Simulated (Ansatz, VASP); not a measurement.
# Two plane-wave programs on BiTe

INCAR

```
SYSTEM = BiTe
PREC = Accurate ; ENCUT = 520
EDIFF = 1E-7 ; ISMEAR = 0
SIGMA = 0.1 ; LREAL = .FALSE.
LASPH = .TRUE. ; NELM = 80
ALGO = Normal ; ISIF = 2
LWAVE = .FALSE. ; LCHARG = .FALSE.
GGA = PE ; NBANDS = 18
```

KPOINTS

```
Automatic mesh
0
G
  12 12 12
  0 0 0
```

Contents of POSCAR:

```
BiTe
1.0
    0.0000000000      3.1848246377      3.1848246377
    3.1848246377      0.0000000000      3.1848246377
    3.1848246377      3.1848246377      0.0000000000
Bi Te
1 1
Direct
    0.0000000000      0.0000000000      0.0000000000
    0.5000000000      0.5000000000      0.5000000000
```

Input for Ansatz:

```yaml
crystal:
  lattice:
    - [0.0, 3.1848246377, 3.1848246377]
    - [3.1848246377, 0.0, 3.1848246377]
    - [3.1848246377, 3.1848246377, 0.0]
  atoms:
    - { symbol: Bi, position: [0.0, 0.0, 0.0] }
    - { symbol: Te, position: [0.5, 0.5, 0.5] }
basis:
  ecutwfc: 420
kpoints:
  mp_grid: { grid: [12, 12, 12] }
hamiltonian:
  xc: pbe
scf:
  occupations: { method: gaussian, width: 0.1 }
output:
  forces: true
  stress: true
  eigenvalues: true
```

Alike in both runs: task single point; functional PBE; k mesh 12 × 12 × 12; occupations gaussian, width 0.1 eV; no spin polarisation.

```csv
,VASP,Ansatz
version,VASP 6.6.1,Ansatz 0.2.0
potentials or method,"VASP PAW PBE potentials, release 64 (Bi_d, Te), cutoff 520 eV","scalar-relativistic, plane waves, PAW"
valence electrons in the cell,21,31
```

|  | VASP | Ansatz | Ansatz less VASP |
| --- | --- | --- | --- |
| gap on the k mesh at the Fermi level (eV) | none | none | - |
| pressure (GPa) | 3.3 | 3.3 | +0.05 |

A gap of «none» marks a metal or a gap that the smearing closes. The functional is the same, so the differences come from potentials, cutoffs and numerics. VASP's potentials hold 21 valence electrons a cell and Ansatz's 31, so a difference there can come from the potentials and not from the codes.

Spin-orbit coupling is off throughout.
